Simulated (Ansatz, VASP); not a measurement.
Ta in VASP and in Ansatz

INCAR

```
SYSTEM = Ta
ALGO = Normal
EDIFF = 1E-7
ENCUT = 520
GGA = RP
ISIF = 2
ISMEAR = -1
LASPH = .TRUE.
LCHARG = .FALSE.
LREAL = .FALSE.
LWAVE = .FALSE.
NBANDS = 12
NELM = 60
PREC = Accurate
SIGMA = 0.1
```

KPOINTS

```
k-points
0
G
  13 13 13
  0 0 0
```

Contents of POSCAR:

```
Ta
1.0
    2.6845213096      0.0000000000      0.0000000000
    0.0000000000      2.6845213096      0.0000000000
    0.0000000000      0.0000000000      2.6845213096
Ta
1
Direct
    0.0000000000      0.0000000000      0.0000000000
```

Input for Ansatz:

```yaml
crystal:
  lattice:
    - [2.6845213096, 0.0, 0.0]
    - [0.0, 2.6845213096, 0.0]
    - [0.0, 0.0, 2.6845213096]
  atoms:
    - { symbol: Ta, position: [0.0, 0.0, 0.0] }
hamiltonian:
  xc: rpbe
  pseudopotentials:
    kind: paw
    azcp:
      Ta: "pseudopotentials/Ta.paw.azcp"
basis:
  ecutwfc: 420
  fft_grid_basis: typed
kpoints:
  mp_grid: { grid: [13, 13, 13], shift: [0, 0, 0] }
magnetization:
  spin_polarized: false
scf:
  occupations: { method: fermi_dirac, width: 0.1 }
  lower_state_search: "off"
output:
  stress: true
  write_density: true
  write_potential: true
  elf: true
  volumetric_format: npy
```

Alike in both runs: task single point; functional RPBE; k mesh 13 × 13 × 13; occupations fermi-dirac, width 0.1 eV; no spin polarisation.

```csv
,VASP,Ansatz
version,VASP 6.6.1,Ansatz 0.2.0
potentials or method,"VASP PAW PBE potentials, release 64 (Ta_pv), cutoff 520 eV","plane waves (420 eV) with PAW, scalar-relativistic"
valence electrons in the cell,11,13
```

Ansatz gave:

- pressure (GPa): 13.3

Problem. Estimate VASP's values.

Solution. Pressure (GPa): 13.5.

VASP's potentials were made for PBE, not for RPBE. With one functional, cell and mesh, what is left measures potentials, basis and numerics. VASP's potentials hold 11 valence electrons a cell and Ansatz's 13, so a difference there can come from the potentials and not from the codes.

Neither program's run includes spin-orbit coupling.
